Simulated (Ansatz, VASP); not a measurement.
# SrO: VASP beside Ansatz

```
CELL_PARAMETERS angstrom
0.00000 2.57989 2.57989
2.57989 0.00000 2.57989
2.57989 2.57989 0.00000
ATOMIC_POSITIONS crystal
Sr 0.00000 0.00000 0.00000
O 0.50000 0.50000 0.50000
```

Alike in both runs: task single point; functional PBE0; k mesh 6 × 6 × 6; no spin polarisation.

|  | VASP | Ansatz |
| --- | --- | --- |
| version | VASP 6.6.1 | Ansatz 0.2.0 |
| potentials or method | VASP PAW PBE potentials, release 64 (Sr_sv, O) | plane waves, PAW |
| plane-wave cutoff (eV) | 520 | 420 |
| occupations | gaussian, width 0.01 eV | fixed |
| valence electrons in the cell | 16 | 16 |

```tsv
	VASP	Ansatz	Ansatz less VASP
gap on the k mesh at the Fermi level (eV)	5.49	5.53	+0.041
pressure (GPa)	0.1	-0.4	-0.49
```

Ansatz's warnings: stress exchange threshold loose, stress scf threshold loose.
